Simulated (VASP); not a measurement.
# Ta (Im-3m) in VASP: a series of runs

Aim: see how the results for Ta move with the level of theory and the settings. Levels: PBE-based screened hybrid+U, HSE06, PBE0. Tasks: single point.

Program: VASP 6.6.1. These are calculated values, not measurements. Logs are shortened: lines on timing, memory, paths and dates and some standing lists are left out, and cuts for length are marked.

### Step 1. The cell of the first run

The structure is cubic, space group Im-3m (No. 229). Conventional cell: a = 3.321 Å, b = 3.321 Å, c = 3.321 Å, α = 90.00°, β = 90.00°, γ = 90.00°. Within 3.8 Å of Ta (site symmetry m-3m) lie 14 Ta at 2.88 to 3.32 Å.

### Step 2. Single point, PBE-based screened hybrid+U

Contents of POSCAR:

```
Ta
1.0
   -1.6607338485      1.6607338485      1.6607338485
    1.6607338485     -1.6607338485      1.6607338485
    1.6607338485      1.6607338485     -1.6607338485
Ta
1
Direct
    0.0000000000      0.0000000000      0.0000000000
```

Contents of INCAR.step1:

```
PREC = Accurate ; ENCUT = 520
EDIFF = 1E-5 ; ISMEAR = 0
SIGMA = 0.05 ; LREAL = F
LASPH = T ; NELM = 150
ALGO = Normal ; ISIF = 2
LWAVE = T ; LCHARG = F
LMAXMIX = 4 ; LDAU = T
LDAUTYPE = 2 ; LDAUL = 2
LDAUU = 4 ; LDAUJ = 0
LDAUPRINT = 1 ; NBANDS = 12
GGA = PE
```

Contents of INCAR.step2:

```
PREC = Accurate ; ENCUT = 520
EDIFF = 1E-6 ; ISMEAR = 0
SIGMA = 0.05 ; LREAL = F
LASPH = T ; NELM = 150
ALGO = Normal ; ISIF = 2
LWAVE = F ; LCHARG = F
LMAXMIX = 4 ; LDAU = T
LDAUTYPE = 2 ; LDAUL = 2
LDAUU = 4 ; LDAUJ = 0
LDAUPRINT = 1 ; GGA = PE
LHFCALC = T ; AEXX = 0.25
HFSCREEN = 0.3 ; PRECFOCK = Normal
NBANDS = 12 ; ISTART = 1
```

Contents of KPOINTS:

```
regular mesh
0
Gamma
  7 7 7
```

Potentials or basis: VASP PAW PBE potentials, release 64 (Ta_pv).

Command:

```bash
$ cat potpaw_PBE.64/Ta_pv/POTCAR > POTCAR
$ cp INCAR.step1 INCAR
$ mpirun -np 1 vasp_std > vasp.out
$ cp INCAR.step2 INCAR
$ mpirun -np 1 vasp_std > vasp.out
```

OUTCAR:

```text
PREC = Accurate
   ENCUT = 520
   EDIFF = 1E-6
   ISMEAR = 0
   LREAL = F
   LASPH = T
   NELM = 150
   ISIF = 2
   GGA = PE
   LHFCALC = T
   AEXX = 0.25
   HFSCREEN = 0.3
   PRECFOCK = Normal
   ISTART = 1

 ion  position               nearest neighbor table
   1  0.000  0.000  0.000-

  LATTYP: Found a body centered cubic cell.
 ALAT       =     3.3214676970

  Lattice vectors:

 A1 = (  -1.6607338485,   1.6607338485,   1.6607338485)
 A2 = (   1.6607338485,  -1.6607338485,   1.6607338485)
 A3 = (   1.6607338485,   1.6607338485,  -1.6607338485)

Analysis of symmetry for initial positions (statically):
=====================================================================
 Subroutine PRICEL returns:
 Original cell was already a primitive cell.

 Routine SETGRP: Setting up the symmetry group for a
 body centered cubic supercell.

 Subroutine GETGRP returns: Found 48 space group operations
 (whereof 48 operations were pure point group operations)
 out of a pool of 48 trial point group operations.

The static configuration has the point symmetry O_h .

Analysis of symmetry for dynamics (positions and initial velocities):
=====================================================================
 Subroutine PRICEL returns:
 Original cell was already a primitive cell.

 Routine SETGRP: Setting up the symmetry group for a
 body centered cubic supercell.

 Subroutine GETGRP returns: Found 48 space group operations
 (whereof 48 operations were pure point group operations)
 out of a pool of 48 trial point group operations.

The dynamic configuration has the point symmetry O_h .

 Subroutine INISYM returns: Found 48 space group operations
 (whereof 48 operations are pure point group operations),
 and found     1 'primitive' translations

----------------------------------------------------------------------------------------

                                     Primitive cell

  volume of cell :      18.3215

  direct lattice vectors                    reciprocal lattice vectors
    -1.660733849  1.660733849  1.660733849     0.000000000  0.301071722  0.301071722
     1.660733849 -1.660733849  1.660733849     0.301071722  0.000000000  0.301071722
     1.660733849  1.660733849 -1.660733849     0.301071722  0.301071722  0.000000000

  length of vectors
     2.876475403  2.876475403  2.876475403     0.425779713  0.425779713  0.425779713

  position of ions in fractional coordinates (direct lattice)
     0.000000000  0.000000000  0.000000000

  ion indices of the primitive-cell ions
   primitive index   ion index
                 1           1

----------------------------------------------------------------------------------------

 KPOINTS: regular mesh

Automatic generation of k-mesh.
 Grid dimensions read from file:
 generate k-points for:    7    7    7

 Generating k-lattice:

  Cartesian coordinates                     Fractional coordinates (reciprocal lattice)
     0.000000000  0.043010246  0.043010246     0.142857143  0.000000000  0.000000000
     0.043010246  0.000000000  0.043010246     0.000000000  0.142857143  0.000000000
     0.043010246  0.043010246  0.000000000     0.000000000  0.000000000  0.142857143

  Length of vectors
     0.060825673  0.060825673  0.060825673

  Shift w.r.t. Gamma in fractional coordinates (k-lattice)
     0.000000000  0.000000000  0.000000000

 Subroutine IBZKPT returns following result:
 ===========================================

 Found     20 irreducible k-points:

 Following reciprocal coordinates:
            Coordinates               Weight
  0.000000  0.000000  0.000000      1.000000
  0.142857  0.000000  0.000000     12.000000
  0.285714  0.000000  0.000000     12.000000
  0.428571  0.000000  0.000000     12.000000
  0.142857  0.142857  0.000000     24.000000
  0.285714  0.142857  0.000000     48.000000
[... 12 lines left out ...]
 -0.428571 -0.428571  0.285714      8.000000
 -0.428571  0.428571  0.428571      6.000000
   k-points           NKPTS =     20   k-points in BZ     NKDIM =    343   number of bands    NBANDS=     12
   number of dos      NEDOS =    301   number of ions     NIONS =      1
   total plane-waves  NPLWV =  13824
   dimension x,y,z NGX =    24 NGY =   24 NGZ =   24
   dimension x,y,z NGXF=    48 NGYF=   48 NGZF=   48
   ions per type =               1
   NGX,Y,Z   is equivalent  to a cutoff of  13.87, 13.87, 13.87 a.u.
   NGXF,Y,Z  is equivalent  to a cutoff of  27.74, 27.74, 27.74 a.u.
 SYSTEM =  unknown system
   PREC   = accura    normal or accurate (medium, high low for compatibility)
   ISTART =      1    job   : 0-new  1-cont  2-samecut
   ICHARG =      0    charge: 1-file 2-atom 10-const
   ISPIN  =      1    spin polarized calculation?
   LNONCOLLINEAR =      F non collinear calculations
   LSORBIT =      F    spin-orbit coupling
   LASPH  =      T    aspherical Exc in radial PAW
   ENCUT  =  520.0 eV  38.22 Ry    6.18 a.u.   5.35  5.35  5.35*2*pi/ulx,y,z
   NELM   =    150;   NELMIN=  2; NELMDL=  0     # of ELM steps
   EDIFF  = 0.1E-05   stopping-criterion for ELM
   LREAL  =      F    real-space projection
   EDIFFG = 0.1E-04   stopping-criterion for IOM
   NSW    =      0    number of steps for IOM
   IBRION =     -1    ionic relax: 0-MD 1-quasi-New 2-CG
   NFREE  =      0    steps in history (QN), initial steepest desc. (CG)
   ISIF   =      2    stress and relaxation
   ISYM   =      3    0-nonsym 1-usesym 2-fastsym
   POTIM  = 0.5000    time-step for ionic-motion
   TEBEG  =    0.0;   TEEND  =   0.0 temperature during run
   PSTRESS=    0.0 pullay stress
   NELECT =      11.0000    total number of electrons
   NUPDOWN=      -1.0000    fix difference up-down
   EMIN   =  10.00;   EMAX   =-10.00  energy-range for DOS
   EFERMI =   0.00;   METHOD = LEGACY
   ISMEAR =     0;   SIGMA  =   0.05  broadening in eV -4-tet -1-fermi 0-gaus
   EFERMI_NEDOS =   21; number of points for ismear=-14 and -15
   IALGO  =     38    algorithm
   IMIX   =      1    mixing-type and parameters
     AMIX     =   0.40;   BMIX     =  1.00
     AMIX_MAG =   1.60;   BMIX_MAG =  1.00
  volume/ion in A,a.u.               =      18.32       123.64
  Fermi-wavevector in a.u.,A,eV,Ry     =   1.381081  2.609864 25.951530  1.907384
  Thomas-Fermi vector in A             =   2.505898
   LORBIT       =      0    0 simple, 1 ext, 2 COOP (PROOUT), +10 PAW based schemes
 LDA+U is selected, type is set to LDAUTYPE =  2
   angular momentum for each species LDAUL =     2
   U (eV)           for each species LDAUU =   4.0
   J (eV)           for each species LDAUJ =   0.0
   GGA     = PE    functional components
   LHFCALC =     T    Hartree Fock is set to
   PRECFOCK=normal    Normal, Fast or Accurate (Low or Medium for compatibility)
   ENCUT4O =  -1.0   cutoff for four orbital integrals eV
   NKREDX  =     1    reduce k-point grid by
   NKREDY  =     1    reduce k-point grid by
   NKREDZ  =     1    reduce k-point grid by
   AEXX    =    0.2500 exact exchange contribution
   HFSCREEN=    0.3000 screening length (either q_TF or 0.3 A-1)
   HFSCREENC=   0.3000 screening length for correlation (either q_TF or 0.3 A-1)
   ENCUTFOCK=  -1.0 apply spherical cutoff to Coloumb kernel
   IVDW    =     0    specifies the selected vdW correction
   LEPSILON=     F    determine dielectric tensor
   LRPA    =     F    only Hartree local field effects (RPA)
 non-spin polarized calculation
 Gauss-broadening in eV      SIGMA  =   0.05
  energy-cutoff  :      520.00
  volume of cell :       18.32
 maximum number of plane-waves:       531
 NGX is ok and might be reduce to    24
  NGX = 18; NGY = 18; NGZ = 18

atom =   1  type =  1  l = 2

 onsite density matrix

spin component  1

  0.2517  0.0000 -0.0000 -0.0000  0.0000
  0.0000  0.2517  0.0000 -0.0000 -0.0000
 -0.0000  0.0000  0.1790  0.0000  0.0000
 -0.0000 -0.0000  0.0000  0.2517 -0.0000
  0.0000 -0.0000  0.0000 -0.0000  0.1790

spin component  2

  0.2517  0.0000 -0.0000 -0.0000  0.0000
  0.0000  0.2517  0.0000 -0.0000 -0.0000
 -0.0000  0.0000  0.1790  0.0000  0.0000
 -0.0000 -0.0000  0.0000  0.2517 -0.0000
  0.0000 -0.0000  0.0000 -0.0000  0.1790

 occupancies and eigenvectors

  o =  0.1790  v = -0.0000  0.0000 -0.0819  0.0000  0.9966  0.0000  0.0000  0.0000  0.0000  0.0000      0.0000  0.0000  0.0000  0.0000  0.0000  0.0000  0.0000  0.0000  0.0000  0.0000
  o =  0.1790  v =  0.0000  0.0000  0.0000  0.0000  0.0000 -0.0000  0.0000 -0.0819  0.0000  0.9966      0.0000  0.0000  0.0000  0.0000  0.0000  0.0000  0.0000  0.0000  0.0000  0.0000
  o =  0.1790  v =  0.0000  0.0000  0.0000  0.0000  0.0000  0.0000  0.0000 -0.9966  0.0000 -0.0819      0.0000  0.0000  0.0000  0.0000  0.0000  0.0000  0.0000  0.0000  0.0000  0.0000
  o =  0.1790  v =  0.0000  0.0000 -0.9966  0.0000 -0.0819  0.0000  0.0000  0.0000  0.0000  0.0000      0.0000  0.0000  0.0000  0.0000  0.0000  0.0000  0.0000  0.0000  0.0000  0.0000
  o =  0.2517  v =  0.0216 -0.9998 -0.0000 -0.0030  0.0000  0.0000  0.0000  0.0000  0.0000  0.0000      0.0000  0.0000  0.0000  0.0000  0.0000  0.0000  0.0000  0.0000  0.0000  0.0000
  o =  0.2517  v =  0.0000  0.0000  0.0000  0.0000  0.0000  0.0216 -0.9998 -0.0000 -0.0030  0.0000      0.0000  0.0000  0.0000  0.0000  0.0000  0.0000  0.0000  0.0000  0.0000  0.0000
  o =  0.2517  v = -0.0422  0.0021 -0.0000 -0.9991  0.0000  0.0000  0.0000  0.0000  0.0000  0.0000      0.0000  0.0000  0.0000  0.0000  0.0000  0.0000  0.0000  0.0000  0.0000  0.0000
  o =  0.2517  v =  0.0000  0.0000  0.0000  0.0000  0.0000 -0.0422  0.0021 -0.0000 -0.9991  0.0000      0.0000  0.0000  0.0000  0.0000  0.0000  0.0000  0.0000  0.0000  0.0000  0.0000
  o =  0.2517  v =  0.0000  0.0000  0.0000  0.0000  0.0000  0.9989  0.0217 -0.0000 -0.0421  0.0000      0.0000  0.0000  0.0000  0.0000  0.0000  0.0000  0.0000  0.0000  0.0000  0.0000
  o =  0.2517  v =  0.9989  0.0217 -0.0000 -0.0421  0.0000  0.0000  0.0000  0.0000  0.0000  0.0000      0.0000  0.0000  0.0000  0.0000  0.0000  0.0000  0.0000  0.0000  0.0000  0.0000

 number of electron      11.0000000 magnetization

 Free energy of the ion-electron system (eV)
  ---------------------------------------------------
  ext. energy  EPLUGINS =         0.00000000
  ---------------------------------------------------
  free energy    TOTEN  =        -9.64086305 eV

  energy without entropy =       -9.63932973  energy(sigma->0) =       -9.64009639

 E-fermi :   5.5914     XC(G=0): -10.4283

 val. band max:        5.5648853794   @ k =   0.1429   0.1429   0.0000
 cond. band min:       5.7633349910   @ k =   0.4286   0.1429  -0.0000
 fundamental gap:      0.1984496116
 Fermi energy:         5.5914420752

 k-point     1 :       0.0000    0.0000    0.0000
  band No.  band energies     occupation
      1     -30.4211      2.00000
      2     -30.4211      2.00000
      3     -30.4211      2.00000
      4      -3.6127      2.00000
      5       6.9308      0.00000
      6       6.9308      0.00000
      7       6.9308      0.00000
      8      10.7383      0.00000
      9      10.7383      0.00000
     10      20.9370      0.00000
     11      20.9370      0.00000
     12      21.2430      0.00000

 k-point     2 :       0.1429    0.0000    0.0000
  band No.  band energies     occupation
      1     -30.6697      2.00000
      2     -30.4939      2.00000
      3     -30.4210      2.00000
      4      -2.6677      2.00000
      5       6.2882      0.00000
      6       6.5494      0.00000
      7       7.8403      0.00000
      8      10.0031      0.00000
      9      10.7255      0.00000
     10      21.2430      0.00000
     11      21.6597      0.00000
     12      22.5605      0.00000
[... 241 lines left out ...]
 k-point    19 :      -0.4286   -0.4286    0.2857
  band No.  band energies     occupation
      1     -31.2837      2.00000
      2     -31.2837      2.00000
      3     -30.9766      2.00000
      4       2.6535      2.00000
      5       2.6535      2.00000
      6       7.4509      0.00000
      7      11.4071      0.00000
      8      11.4072      0.00000
      9      16.1056      0.00000
     10      16.8235      0.00000
     11      16.8235      0.00000
     12      21.2440      0.00000

 k-point    20 :      -0.4286    0.4286    0.4286
  band No.  band energies     occupation
      1     -31.2577      2.00000
      2     -31.2095      2.00000
      3     -31.2095      2.00000
      4       2.0950      2.00000
      5       2.1202      2.00000
      6      11.1202      0.00000
      7      11.1202      0.00000
      8      12.8581      0.00000
      9      12.9494      0.00000
     10      16.9479      0.00000
     11      16.9479      0.00000
     12      21.2418      0.00000

------------------------ aborting loop because EDIFF is reached ----------------------------------------

  FORCE on cell =-STRESS in cart. coord.  units (eV):
  Direction    XX          YY          ZZ          XY          YZ          ZX
  --------------------------------------------------------------------------------------
  -------------------------------------------------------------------------------------
  Total        0.9606299      0.9606299      0.9606299     -0.0000000     -0.0000000      0.0000000
  in kB       84.0052809     84.0052809     84.0052809     -0.0000000     -0.0000000      0.0000000
  external PRESSURE =      84.0052809 kB  Pullay stress =       0.0000000 kB

 VOLUME and BASIS-vectors are now :
 -----------------------------------------------------------------------------
  energy-cutoff  :      520.00
  volume of cell :       18.32
      direct lattice vectors                 reciprocal lattice vectors
    -1.660733849  1.660733849  1.660733849     0.000000000  0.301071722  0.301071722
     1.660733849 -1.660733849  1.660733849     0.301071722  0.000000000  0.301071722
     1.660733849  1.660733849 -1.660733849     0.301071722  0.301071722  0.000000000

 POSITION                                       TOTAL-FORCE (eV/Angst)
 -----------------------------------------------------------------------------------
      0.00000      0.00000      0.00000         0.000000      0.000000      0.000000
 -----------------------------------------------------------------------------------
    total drift:                               -0.000012     -0.000045     -0.000003

  FREE ENERGIE OF THE ION-ELECTRON SYSTEM (eV)
  ---------------------------------------------------
  free  energy   TOTEN  =        -9.6408630486 eV

  energy  without entropy=       -9.6393297348  energy(sigma->0) =       -9.64009639
```

It took 13 min on 1 thread of Intel Xeon Platinum 8488C (Sapphire Rapids), shared host; peak memory 0.24 GiB.

What came out:

```
Free energy : -9.6409 eV
Pressure    : 8.4 GPa
```

Levels at points of the mesh, in eV from the Fermi level:
```
           k point  band 1  band 2  band 3  band 4  band 5  band 6  band 7  band 8  band 9  band 10
(0.00, 0.00, 0.00)  -36.01  -36.01  -36.01   -9.20    1.34    1.34    1.34    5.15    5.15    15.35
```

Eigenvalues of the final occupation matrices:
```tsv
site	spin	trace	eigenvalues
site 1 d	1	1.11	0.18 0.18 0.25 0.25 0.25
site 1 d	2	1.11	0.18 0.18 0.25 0.25 0.25
```

Caveat: the k points lie up to 0.38 Å⁻¹ apart; the PAW data sets were made with another functional, which shifts forces and pressure a little; spin-orbit coupling is left out, which moves the levels of the heavy elements; U without spin polarisation on a metal has little footing; the U is typed as a test and isn't derived for this compound.

### Step 3. Single point, HSE06

This run uses another cell than the first one, of 17.65 Å³/atom, 0.963 times its volume.

Contents of POSCAR:

```
Ta
1.0
   -1.6401972500      1.6401972500      1.6401972500
    1.6401972500     -1.6401972500      1.6401972500
    1.6401972500      1.6401972500     -1.6401972500
Ta
1
Direct
    0.0000000000      0.0000000000      0.0000000000
```

Contents of INCAR.step1:

```
SYSTEM = Ta
PREC = Accurate
ENCUT = 520
EDIFF = 1E-5
ISMEAR = -1
SIGMA = 0.05
LREAL = .False.
LASPH = .True.
NELM = 100
ALGO = Normal
ISIF = 2
LWAVE = .True.
LCHARG = .False.
GGA = PE
NBANDS = 12
```

Contents of INCAR.step2:

```
SYSTEM = Ta
PREC = Accurate
ENCUT = 520
EDIFF = 1E-6
ISMEAR = -1
SIGMA = 0.05
LREAL = .False.
LASPH = .True.
NELM = 100
ALGO = Normal
ISIF = 2
LWAVE = .False.
LCHARG = .False.
GGA = PE
LHFCALC = .True.
HFSCREEN = 0.2079
PRECFOCK = Normal
ISTART = 1
NBANDS = 12
```

Contents of KPOINTS:

```
regular mesh
0
Gamma
  6 6 6
  0 0 0
```

Potentials or basis: VASP PAW PBE potentials, release 64 (Ta_pv).

Command:

```bash
$ cat potpaw_PBE.64/Ta_pv/POTCAR > POTCAR
$ cp INCAR.step1 INCAR
$ mpirun -np 1 vasp_std > vasp.out
$ cp INCAR.step2 INCAR
$ mpirun -np 1 vasp_std > vasp.out
```

Wall time 12 min (1 thread of AMD EPYC 7R13 (Zen 3), shared host); peak memory 0.21 GiB.

Results (log left out):

* Free energy: -13.4285 eV
* Pressure: 7.9 GPa

Levels at points of the mesh, in eV from the Fermi level:
| k point | band 2 | band 3 | band 4 | band 5 | band 6 | band 7 | band 8 | band 9 |
| --- | --- | --- | --- | --- | --- | --- | --- | --- |
| (0.00, 0.00, 0.00) | -35.24 | -35.24 | -8.95 | 1.34 | 1.34 | 1.34 | 5.06 | 5.06 |
| (0.50, 0.00, 0.00) | -35.67 | -35.24 | -4.96 | -1.68 | 1.66 | 4.92 | 6.00 | 9.07 |
| (0.50, 0.50, 0.50) | -36.19 | -36.19 | -4.35 | -4.35 | 8.02 | 8.02 | 8.02 | 9.74 |

Caveat: the k points lie up to 0.45 Å⁻¹ apart; the PAW data sets were made with another functional, which shifts forces and pressure a little; spin-orbit coupling is left out, which moves the levels of the heavy elements.

### Step 4. Single point, PBE0

This run uses another cell than the first one, of 17.65 Å³/atom, 0.963 times its volume.

POSCAR is that of step 3.

Contents of INCAR.step1:

```
SYSTEM = Ta
  ALGO = Normal
  EDIFF = 1E-5
  ENCUT = 520
  GGA = PE
  ISIF = 2
  ISMEAR = -1
  LASPH = .TRUE.
  LCHARG = .FALSE.
  LREAL = .FALSE.
  LWAVE = .TRUE.
  NBANDS = 12
  NELM = 100
  PREC = Accurate
  SIGMA = 0.05
```

Contents of INCAR.step2:

```
SYSTEM = Ta
  AEXX = 0.25
  ALGO = Normal
  EDIFF = 1E-7
  ENCUT = 520
  GGA = PE
  ISIF = 2
  ISMEAR = -1
  ISTART = 1
  LASPH = .TRUE.
  LCHARG = .FALSE.
  LHFCALC = .TRUE.
  LREAL = .FALSE.
  LWAVE = .FALSE.
  NBANDS = 12
  NELM = 100
  PREC = Accurate
  PRECFOCK = Normal
  SIGMA = 0.05
```

Contents of KPOINTS:

```
k-points
0
G
  6 6 6
  0 0 0
```

Command:

```bash
$ cat potpaw_PBE.64/Ta_pv/POTCAR > POTCAR
$ cp INCAR.step1 INCAR
$ mpirun -np 1 vasp_std > vasp.out
$ cp INCAR.step2 INCAR
$ mpirun -np 1 vasp_std > vasp.out
```

It used 1200 s of CPU time on 1 thread of AMD EPYC 7R13 Processor (Zen 3), with other jobs on the host.

The run converged. Its results:

* Free energy: -14.5692 eV
* Pressure: 8.5 GPa

Levels at points of the mesh, in eV from the Fermi level:
```
           k point  band 1  band 2  band 3  band 4  band 5  band 6  band 7  band 8  band 9  band 10
(0.00, 0.00, 0.00)  -35.54  -35.54  -35.54   -9.29    1.86    1.86    1.86    5.58    5.58    16.77
(0.50, 0.00, 0.00)  -36.96  -35.98  -35.55   -5.28   -1.96    1.98    5.44    6.51    9.58    13.53
(0.50, 0.50, 0.50)  -36.49  -36.49  -36.49   -4.67   -4.67    8.55    8.55    8.55   10.24    10.24
```

Caveat: the k points lie up to 0.45 Å⁻¹ apart; the PAW data sets were made with another functional, which shifts forces and pressure a little; spin-orbit coupling is left out, which moves the levels of the heavy elements.

(Continued in part 2 of 2.)
